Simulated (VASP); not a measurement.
# ZnS (rocksalt type) (Fm-3m) in VASP: further runs

ZnS (rocksalt type) is run at these levels: r2SCAN; tasks: single point, relaxation of cell and atoms.

All numbers are computed with VASP 6.6.1; they aren't measurements. Logs are shortened: lines on timing, memory, paths and dates and some standing lists are left out, and cuts for length are marked.

**1. The cell of the first run**

The structure is cubic, space group Fm-3m (No. 225). The conventional cell has a = 4.851 Å, b = 4.851 Å, c = 4.851 Å, α = 90.00°, β = 90.00°, γ = 90.00°. Within 3.2 Å of Zn (site symmetry m-3m) lie 6 S at 2.43 Å. Within 3.2 Å of S (site symmetry m-3m) lie 6 Zn at 2.43 Å.

**2. Single point, r2SCAN (volume scaled by 0.88)**

POSCAR reads:

```
ZnS
1.0
    0.0000000000      2.4254264253      2.4254264253
    2.4254264253      0.0000000000      2.4254264253
    2.4254264253      2.4254264253      0.0000000000
Zn S
1 1
Direct
    0.0000000000      0.0000000000      0.0000000000
    0.5000000000      0.5000000000      0.5000000000
```

INCAR.step1 reads:

```
ALGO     = Normal         # electronic algorithm
EDIFF    = 1E-4           # SCF threshold, eV
ENCUT    = 520            # plane-wave cutoff, eV
GGA      = PE             # functional
ISMEAR   = -1             # smearing method
LASPH    = True           # aspherical terms in the spheres
LCHARG   = False          # write CHGCAR
LREAL    = False          # projectors in reciprocal space
LWAVE    = True           # write WAVECAR
NBANDS   = 16             # bands
NELM     = 60             # most SCF steps
PREC     = Accurate       # precision mode
SIGMA    = 0.08           # smearing width, eV
```

INCAR.step2 reads:

```
ALGO     = Normal         # electronic algorithm
EDIFF    = 1E-6           # SCF threshold, eV
ENCUT    = 520            # plane-wave cutoff, eV
ISIF     = 2              # what is computed and relaxed
ISMEAR   = -1             # smearing method
ISTART   = 1            
LASPH    = True           # aspherical terms in the spheres
LCHARG   = False          # write CHGCAR
LMIXTAU  = True         
LREAL    = False          # projectors in reciprocal space
LWAVE    = False          # write WAVECAR
METAGGA  = R2SCAN         # meta-GGA
NBANDS   = 16             # bands
NELM     = 60             # most SCF steps
PREC     = Accurate       # precision mode
SIGMA    = 0.08           # smearing width, eV
```

KPOINTS reads:

```
k-points
0
Gamma
  16 16 16
```

Potentials or basis: VASP PAW PBE potentials, release 64 (Zn, S).

Launch:

```sh
$ cat potpaw_PBE.64/Zn/POTCAR potpaw_PBE.64/S/POTCAR > POTCAR
$ cp INCAR.step1 INCAR
$ mpirun -np 1 vasp_std > vasp.out
$ cp INCAR.step2 INCAR
$ mpirun -np 1 vasp_std > vasp.out
```

OUTCAR:

```text
EDIFF = 1E-6
   ENCUT = 520
   ISIF = 2
   ISMEAR = -1
   ISTART = 1
   LASPH = True
   LREAL = False
   METAGGA = R2SCAN
   NELM = 60
   PREC = Accurate

 ion  position               nearest neighbor table
   1  0.000  0.000  0.000-   2 2.43   2 2.43   2 2.43   2 2.43   2 2.43   2 2.43
   2  0.500  0.500  0.500-   1 2.43   1 2.43   1 2.43   1 2.43   1 2.43   1 2.43

  LATTYP: Found a face centered cubic cell.
 ALAT       =     4.8508528506

  Lattice vectors:

 A1 = (   0.0000000000,   2.4254264253,   2.4254264253)
 A2 = (   2.4254264253,   0.0000000000,   2.4254264253)
 A3 = (   2.4254264253,   2.4254264253,   0.0000000000)

Analysis of symmetry for initial positions (statically):
[... 5 lines left out ...]
 face centered cubic supercell.

 Subroutine GETGRP returns: Found 48 space group operations
 (whereof 48 operations were pure point group operations)
 out of a pool of 48 trial point group operations.

The static configuration has the point symmetry O_h .

Analysis of symmetry for dynamics (positions and initial velocities):
[... 5 lines left out ...]
 face centered cubic supercell.

 Subroutine GETGRP returns: Found 48 space group operations
 (whereof 48 operations were pure point group operations)
 out of a pool of 48 trial point group operations.

The dynamic configuration has the point symmetry O_h .

 Subroutine INISYM returns: Found 48 space group operations
 (whereof 48 operations are pure point group operations),
 and found     1 'primitive' translations

----------------------------------------------------------------------------------------

                                     Primitive cell

  volume of cell :      28.5361

  direct lattice vectors                    reciprocal lattice vectors
     0.000000000  2.425426425  2.425426425    -0.206149317  0.206149317  0.206149317
     2.425426425  0.000000000  2.425426425     0.206149317 -0.206149317  0.206149317
     2.425426425  2.425426425  0.000000000     0.206149317  0.206149317 -0.206149317

  length of vectors
     3.430070945  3.430070945  3.430070945     0.357061090  0.357061090  0.357061090

  position of ions in fractional coordinates (direct lattice)
     0.000000000  0.000000000  0.000000000
     0.500000000  0.500000000  0.500000000

  ion indices of the primitive-cell ions
   primitive index   ion index
                 1           1
                 2           2

----------------------------------------------------------------------------------------

 KPOINTS: k-points

Automatic generation of k-mesh.
 Grid dimensions read from file:
 generate k-points for:   16   16   16

 Generating k-lattice:

  Cartesian coordinates                     Fractional coordinates (reciprocal lattice)
    -0.012884332  0.012884332  0.012884332     0.062500000  0.000000000  0.000000000
     0.012884332 -0.012884332  0.012884332     0.000000000  0.062500000  0.000000000
     0.012884332  0.012884332 -0.012884332     0.000000000  0.000000000  0.062500000

  Length of vectors
     0.022316318  0.022316318  0.022316318

  Shift w.r.t. Gamma in fractional coordinates (k-lattice)
     0.000000000  0.000000000  0.000000000

 Subroutine IBZKPT returns following result:
 ===========================================

 Found    145 irreducible k-points:

 Following reciprocal coordinates:
            Coordinates               Weight
  0.000000  0.000000  0.000000      1.000000
  0.062500  0.000000  0.000000      8.000000
  0.125000  0.000000  0.000000      8.000000
  0.187500  0.000000  0.000000      8.000000
  0.250000  0.000000  0.000000      8.000000
  0.312500  0.000000  0.000000      8.000000
[... 16 lines left out ...]
 -0.125000  0.062500  0.000000     24.000000
 -0.062500  0.062500  0.000000     12.000000
 [... further k-points ...]
   k-points           NKPTS =    145   k-points in BZ     NKDIM =    145   number of bands    NBANDS=     16
   number of dos      NEDOS =    301   number of ions     NIONS =      2
   total plane-waves  NPLWV =  21952
   dimension x,y,z NGX =    28 NGY =   28 NGZ =   28
   dimension x,y,z NGXF=    56 NGYF=   56 NGZF=   56
   ions per type =               1   1
   NGX,Y,Z   is equivalent  to a cutoff of  13.57, 13.57, 13.57 a.u.
   NGXF,Y,Z  is equivalent  to a cutoff of  27.14, 27.14, 27.14 a.u.
 SYSTEM =  unknown system
   PREC   = accura    normal or accurate (medium, high low for compatibility)
   ISTART =      1    job   : 0-new  1-cont  2-samecut
   ICHARG =      0    charge: 1-file 2-atom 10-const
   ISPIN  =      1    spin polarized calculation?
   LNONCOLLINEAR =      F non collinear calculations
   LSORBIT =      F    spin-orbit coupling
   LASPH  =      T    aspherical Exc in radial PAW
   ENCUT  =  520.0 eV  38.22 Ry    6.18 a.u.   6.38  6.38  6.38*2*pi/ulx,y,z
   NELM   =     60;   NELMIN=  2; NELMDL=  0     # of ELM steps
   EDIFF  = 0.1E-05   stopping-criterion for ELM
   LREAL  =      F    real-space projection
   EDIFFG = 0.1E-04   stopping-criterion for IOM
   NSW    =      0    number of steps for IOM
   IBRION =     -1    ionic relax: 0-MD 1-quasi-New 2-CG
   NFREE  =      0    steps in history (QN), initial steepest desc. (CG)
   ISIF   =      2    stress and relaxation
   ISYM   =      2    0-nonsym 1-usesym 2-fastsym
   POTIM  = 0.5000    time-step for ionic-motion
   TEBEG  =    0.0;   TEEND  =   0.0 temperature during run
   PSTRESS=    0.0 pullay stress
   NELECT =      18.0000    total number of electrons
   NUPDOWN=      -1.0000    fix difference up-down
   EMIN   =  10.00;   EMAX   =-10.00  energy-range for DOS
   EFERMI =   0.00;   METHOD = LEGACY
   ISMEAR =    -1;   SIGMA  =   0.08  broadening in eV -4-tet -1-fermi 0-gaus
   EFERMI_NEDOS =   21; number of points for ismear=-14 and -15
   IALGO  =     38    algorithm
   IMIX   =      4    mixing-type and parameters
     AMIX     =   0.40;   BMIX     =  1.00
     AMIX_MAG =   1.60;   BMIX_MAG =  1.00
  volume/ion in A,a.u.               =      14.27        96.29
  Fermi-wavevector in a.u.,A,eV,Ry     =   1.404001  2.653178 26.820078  1.971220
  Thomas-Fermi vector in A             =   2.526607
   LORBIT       =      0    0 simple, 1 ext, 2 COOP (PROOUT), +10 PAW based schemes
   METAGGA = R2SCAN    functional components
   LHFCALC =     F    Hartree Fock is set to
   AEXX    =    0.0000 exact exchange contribution
   IVDW    =     0    specifies the selected vdW correction
   LEPSILON=     F    determine dielectric tensor
   LRPA    =     F    only Hartree local field effects (RPA)
 non-spin polarized calculation
  energy-cutoff  :      520.00
  volume of cell :       28.54
 maximum number of plane-waves:       785
 NGX is ok and might be reduce to    28
   NGX = 13   NGY = 13   NGZ = 13

 number of electron      18.0000003 magnetization

 Free energy of the ion-electron system (eV)
  ---------------------------------------------------
  ext. energy  EPLUGINS =         0.00000000
  ---------------------------------------------------
  free energy    TOTEN  =       -18.05674786 eV

  energy without entropy =      -18.05494286  energy(sigma->0) =      -18.05584536

 E-fermi :   5.5397     XC(G=0): -12.2694

 val. band max:        5.4037270092   @ k =   0.5000   0.5000   0.0000
 cond. band min:       5.5998140170   @ k =   0.4375   0.4375   0.0000
 fundamental gap:      0.1960870078
 Fermi energy:         5.5397159946

 k-point     1 :       0.0000    0.0000    0.0000
  band No.  band energies     occupation
      1     -10.3532      2.00000
      2      -1.5740      2.00000
      3      -1.5740      2.00000
      4      -1.5253      2.00000
      5      -1.5252      2.00000
      6      -1.5252      2.00000
[... 8 lines left out ...]
     15      18.2539      0.00000
     16      18.7519      0.00000

 k-point     2 :       0.0625    0.0000    0.0000
  band No.  band energies     occupation
      1     -10.2955      2.00000
      2      -1.5924      2.00000
      3      -1.5924      2.00000
      4      -1.5351      2.00000
      5      -1.5191      2.00000
      6      -1.5191      2.00000
[... 8 lines left out ...]
     15      17.1356      0.00000
     16      18.6467      0.00000

 k-point     3 :       0.1250    0.0000    0.0000
  band No.  band energies     occupation
      1     -10.1250      2.00000
      2      -1.6495      2.00000
      3      -1.6494      2.00000
      4      -1.5683      2.00000
      5      -1.4958      2.00000
      6      -1.4958      2.00000
[... 8 lines left out ...]
     15      16.2875      0.00000
     16      18.3510      0.00000

 k-point     4 :       0.1875    0.0000    0.0000
  band No.  band energies     occupation
      1      -9.8494      2.00000
      2      -1.7352      2.00000
      3      -1.7351      2.00000
      4      -1.6388      2.00000
      5      -1.4581      2.00000
      6      -1.4581      2.00000
[... 8 lines left out ...]
     15      16.4003      0.00000
     16      18.0577      0.00000

 k-point     5 :       0.2500    0.0000    0.0000
  band No.  band energies     occupation
      1      -9.4843      2.00000
      2      -1.8337      2.00000
      3      -1.8336      2.00000
      4      -1.7805      2.00000
      5      -1.4125      2.00000
      6      -1.4125      2.00000
[... 8 lines left out ...]
     15      17.0703      0.00000
     16      17.9655      0.00000

 k-point     6 :       0.3125    0.0000    0.0000
  band No.  band energies     occupation
      1      -9.0589      2.00000
      2      -2.0540      2.00000
      3      -1.9291      2.00000
      4      -1.9290      2.00000
      5      -1.3662      2.00000
      6      -1.3662      2.00000
[... 8 lines left out ...]
     15      17.9875      0.00000
     16      18.2746      0.00000
[... 267 lines left out ...]
 k-point    21 :      -0.2500    0.0625    0.0000
  band No.  band energies     occupation
      1      -9.3057      2.00000
      2      -1.9366      2.00000
      3      -1.9034      2.00000
      4      -1.7611      2.00000
      5      -1.4099      2.00000
      6      -1.3779      2.00000
[... 8 lines left out ...]
     15      18.0292      0.00000
     16      18.7598      0.00000

 k-point    22 :      -0.1875    0.0625    0.0000
  band No.  band energies     occupation
      1      -9.6907      2.00000
      2      -1.8103      2.00000
      3      -1.7787      2.00000
      4      -1.6502      2.00000
      5      -1.4535      2.00000
      6      -1.4253      2.00000
[... 8 lines left out ...]
     15      17.5931      0.00000
     16      18.5317      0.00000

 k-point    23 :      -0.1250    0.0625    0.0000
  band No.  band energies     occupation
      1      -9.9954      2.00000
      2      -1.7185      2.00000
      3      -1.6729      2.00000
      4      -1.5823      2.00000
      5      -1.4889      2.00000
      6      -1.4704      2.00000
[... 8 lines left out ...]
     15      17.1183      0.00000
     16      18.8496      0.00000

 k-point    24 :      -0.0625    0.0625    0.0000
  band No.  band energies     occupation
      1     -10.2005      2.00000
      2      -1.6425      2.00000
      3      -1.6076      2.00000
      4      -1.5477      2.00000
      5      -1.5107      2.00000
      6      -1.5050      2.00000
[... 8 lines left out ...]
     15      17.1372      0.00000
     16      19.0271      0.00000

 [... further k-points ...]
[... 5 lines left out ...]
  --------------------------------------------------------------------------------------
  -------------------------------------------------------------------------------------
  Total        2.9608123      2.9608123      2.9608123      0.0000000      0.0000000      0.0000000
  in kB      166.2367923    166.2367923    166.2367923      0.0000000      0.0000000      0.0000000
  external PRESSURE =     166.2367923 kB  Pullay stress =       0.0000000 kB

 VOLUME and BASIS-vectors are now :
 -----------------------------------------------------------------------------
  energy-cutoff  :      520.00
  volume of cell :       28.54
      direct lattice vectors                 reciprocal lattice vectors
     0.000000000  2.425426425  2.425426425    -0.206149317  0.206149317  0.206149317
     2.425426425  0.000000000  2.425426425     0.206149317 -0.206149317  0.206149317
     2.425426425  2.425426425  0.000000000     0.206149317  0.206149317 -0.206149317

 POSITION                                       TOTAL-FORCE (eV/Angst)
 -----------------------------------------------------------------------------------
      0.00000      0.00000      0.00000        -0.000000      0.000000     -0.000000
      2.42543      2.42543      2.42543         0.000000     -0.000000      0.000000
 -----------------------------------------------------------------------------------
    total drift:                                0.000000      0.000000      0.000000

  FREE ENERGIE OF THE ION-ELECTRON SYSTEM (eV)
  ---------------------------------------------------
  free  energy   TOTEN  =       -18.0567478556 eV

  energy  without entropy=      -18.0549428631  energy(sigma->0) =      -18.05584536
```

It took 3.8 min on 1 thread of AMD EPYC 9R45 (Zen 5), shared host; peak memory 0.18 GiB.

What came out:

```yaml
Free_energy: -18.0567 eV
Pressure: 16.6 GPa
```

Caveat: the PAW data sets were made with another functional, which shifts forces and pressure a little.

**3. Single point, r2SCAN (volume scaled by 0.94)**

POSCAR reads:

```
ZnS
1.0
    0.0000000000      2.4793423503      2.4793423503
    2.4793423503      0.0000000000      2.4793423503
    2.4793423503      2.4793423503      0.0000000000
Zn S
1 1
Direct
    0.0000000000      0.0000000000      0.0000000000
    0.5000000000      0.5000000000      0.5000000000
```

INCAR.step1 reads:

```
SYSTEM = ZnS
  PREC = Accurate
  ENCUT = 520
  ISMEAR = -1
  SIGMA = 0.08
  LREAL = .FALSE.
  LASPH = .TRUE.
  NELM = 100
  NBANDS = 16
  GGA = PE
  ALGO = Normal
  EDIFF = 1E-4
  LWAVE = .TRUE.
  LCHARG = .FALSE.
```

INCAR.step2 reads:

```
SYSTEM = ZnS
  PREC = Accurate
  ENCUT = 520
  EDIFF = 1E-6
  ISMEAR = -1
  SIGMA = 0.08
  LREAL = .FALSE.
  LASPH = .TRUE.
  NELM = 100
  ALGO = Normal
  ISIF = 2
  LWAVE = .FALSE.
  LCHARG = .FALSE.
  METAGGA = R2SCAN
  LMIXTAU = .TRUE.
  NBANDS = 16
  ISTART = 1
```

KPOINTS reads:

```
Automatic mesh
0
G
  16 16 16
  0 0 0
```

Potentials or basis: VASP PAW PBE potentials, release 64 (Zn, S).

Launch:

```sh
$ cat potpaw_PBE.64/Zn/POTCAR potpaw_PBE.64/S/POTCAR > POTCAR
$ cp INCAR.step1 INCAR
$ mpirun -np 1 vasp_std > vasp.out
$ cp INCAR.step2 INCAR
$ mpirun -np 1 vasp_std > vasp.out
```

OUTCAR:

```text
SYSTEM = ZnS
   PREC = Accurate
   ENCUT = 520
   EDIFF = 1E-6
   ISMEAR = -1
   LREAL = .FALSE.
   LASPH = .TRUE.
   NELM = 100
   ISIF = 2
   METAGGA = R2SCAN
   ISTART = 1

 ion  position               nearest neighbor table
   1  0.000  0.000  0.000-   2 2.48   2 2.48   2 2.48   2 2.48   2 2.48   2 2.48
   2  0.500  0.500  0.500-   1 2.48   1 2.48   1 2.48   1 2.48   1 2.48   1 2.48

  LATTYP: Found a face centered cubic cell.
 ALAT       =     4.9586847006

[... 643 lines left out ...]
 [... further k-points ...]

------------------------ aborting loop because EDIFF is reached ----------------------------------------

  FORCE on cell =-STRESS in cart. coord.  units (eV):
  Direction    XX          YY          ZZ          XY          YZ          ZX
  --------------------------------------------------------------------------------------
  -------------------------------------------------------------------------------------
  Total        1.3774892      1.3774892      1.3774892      0.0000000      0.0000000      0.0000000
  in kB       72.4034529     72.4034529     72.4034529      0.0000000      0.0000000      0.0000000
  external PRESSURE =      72.4034529 kB  Pullay stress =       0.0000000 kB

 VOLUME and BASIS-vectors are now :
 -----------------------------------------------------------------------------
  energy-cutoff  :      520.00
  volume of cell :       30.48
      direct lattice vectors                 reciprocal lattice vectors
     0.000000000  2.479342350  2.479342350    -0.201666381  0.201666381  0.201666381
     2.479342350  0.000000000  2.479342350     0.201666381 -0.201666381  0.201666381
     2.479342350  2.479342350  0.000000000     0.201666381  0.201666381 -0.201666381

 POSITION                                       TOTAL-FORCE (eV/Angst)
 -----------------------------------------------------------------------------------
      0.00000      0.00000      0.00000        -0.000000     -0.000000     -0.000000
      2.47934      2.47934      2.47934         0.000000      0.000000      0.000000
 -----------------------------------------------------------------------------------
    total drift:                               -0.000000      0.000000      0.000000

  FREE ENERGIE OF THE ION-ELECTRON SYSTEM (eV)
  ---------------------------------------------------
  free  energy   TOTEN  =       -18.1971163191 eV

  energy  without entropy=      -18.1954136438  energy(sigma->0) =      -18.19626498
```

OSZICAR.step1:

```text
N       E                     dE             d eps       ncg     rms          rms(c)
DAV:   1     0.863515406967E+02    0.86352E+02   -0.91534E+03  4704   0.148E+03
DAV:   2    -0.156050654538E+01   -0.87912E+02   -0.81595E+02  5224   0.267E+02
DAV:   3    -0.656417812947E+01   -0.50037E+01   -0.49769E+01  5880   0.612E+01
DAV:   4    -0.660729762999E+01   -0.43120E-01   -0.43112E-01  5352   0.574E+00
DAV:   5    -0.660768157590E+01   -0.38395E-03   -0.38394E-03  6080   0.554E-01    0.820E+00
DAV:   6    -0.617392249714E+01    0.43376E+00   -0.74039E-01  6720   0.293E+01    0.625E+00
DAV:   7    -0.614418668744E+01    0.29736E-01   -0.19769E-01  5584   0.433E+00    0.304E+00
DAV:   8    -0.614220941905E+01    0.19773E-02   -0.49386E-03  6544   0.112E+00    0.727E-01
DAV:   9    -0.614198070682E+01    0.22871E-03   -0.15034E-03  5712   0.311E-01    0.700E-02
DAV:  10    -0.614201551690E+01   -0.34810E-04   -0.87692E-05  3872   0.783E-02
   1 F= -.61420155E+01 E0= -.61394397E+01  d E =-.515155E-02
```

Run time: 3.1 min. Hardware: 1 thread of AMD EPYC 9R45 (Zen 5), shared host; peak memory 0.18 GiB.

What came out:

```yaml
Free_energy: -18.1971 eV
Pressure: 7.2 GPa
```

Caveat: the PAW data sets were made with another functional, which shifts forces and pressure a little.

(Continued in part 2 of 3.)
